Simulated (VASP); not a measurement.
A run of VASP 6.6.1 is set up as follows.

The input INCAR:

```
SYSTEM = SiO2
  PREC = Accurate
  ENCUT = 520
  EDIFF = 1E-7
  ISMEAR = 0
  SIGMA = 0.05
  LREAL = .False.
  LASPH = .True.
  NELM = 60
  ALGO = Normal
  ISIF = 2
  LWAVE = .False.
  LCHARG = .False.
  GGA = PE
  NBANDS = 25
```

File KPOINTS:

```
Automatic mesh
0
Gamma
  6 6 8
  0 0 0
```

File POSCAR:

```
SiO2
1.0
    4.2361165246      0.0000000000      0.0000000000
    0.0000000000      4.3843806030      0.0000000000
    0.0000000000      0.0000000000      2.6904781099
Si O
2 4
Direct
    0.5000000000      0.5000000000      0.5000000000
    0.0000000000      0.0000000000      0.0000000000
    0.6930152168      0.6930152168      0.0000000000
    0.1930152168      0.8069847832      0.5000000000
    0.3069847832      0.3069847832      0.0000000000
    0.8069847832      0.1930152168      0.5000000000
```

Potentials or basis: VASP PAW PBE potentials, release 64 (Si, O).

The run is started by

```bash
$ cat potpaw_PBE.64/Si/POTCAR potpaw_PBE.64/O/POTCAR > POTCAR
$ mpirun -np 1 vasp_std > vasp.out
```

**Question.** Estimate the largest force.

**Answer.** 0.389 eV/Å.

**Question.** What does it give for the band gap on the k mesh?

**Answer.** 4.49 eV.

**Question.** What does it give for the pressure?

**Answer.** -8.6 GPa.

Forces in eV/Å, atoms in the order of the input:
```
Si   0.000  0.000  0.000
Si   0.000  0.000  0.000
O   -0.181 -0.344  0.000
O   -0.181  0.344  0.000
O    0.181  0.344  0.000
O    0.181 -0.344  0.000
```

Caveat: the cell differs from its parent crystal (strain +0.0350 x Voigt [0, 1, 0, 0, 0, 0]); the stress differs along the axes, from -16 to -5 GPa. A k mesh can miss the band edges.
